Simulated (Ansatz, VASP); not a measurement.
## One calculation of Sn2Se, two programs

```xyz
3
Lattice="5.8065 0.0000 0.0000 0.0000 5.8065 0.0000 0.0000 0.0000 2.8845" Properties=species:S:1:pos:R:3 pbc="T T T"
Sn    0.0000    2.9033    1.4422
Sn    2.9033    0.0000    1.4422
Se    2.9033    2.9033    1.4422
```

Alike in both runs: functional PBE; k mesh 4 × 4 × 4; occupations gaussian, width 0.1 eV; no spin polarisation.

Ansatz relaxed the structure, and its values are those at the end. VASP's run is a single point on that final structure, the one shown.

|  | VASP | Ansatz |
| --- | --- | --- |
| version | VASP 6.6.1 | Ansatz 0.2.0 |
| potentials or method | VASP PAW PBE potentials, release 64 (Sn_d, Se), cutoff 520 eV | scalar-relativistic, plane waves, PAW |
| valence electrons in the cell | 34 | 44 |

|  | VASP | Ansatz | Ansatz less VASP |
| --- | --- | --- | --- |
| gap on the k mesh at the Fermi level (eV) | none | none | - |
| pressure (GPa) | 0.1 | 0.1 | +0.02 |

A gap of «none» marks a metal or a gap that the smearing closes. VASP's potentials hold 34 valence electrons a cell and Ansatz's 44, so a difference there can come from the potentials and not from the codes.

The k mesh is coarse, so the values compare programs but aren't converged.
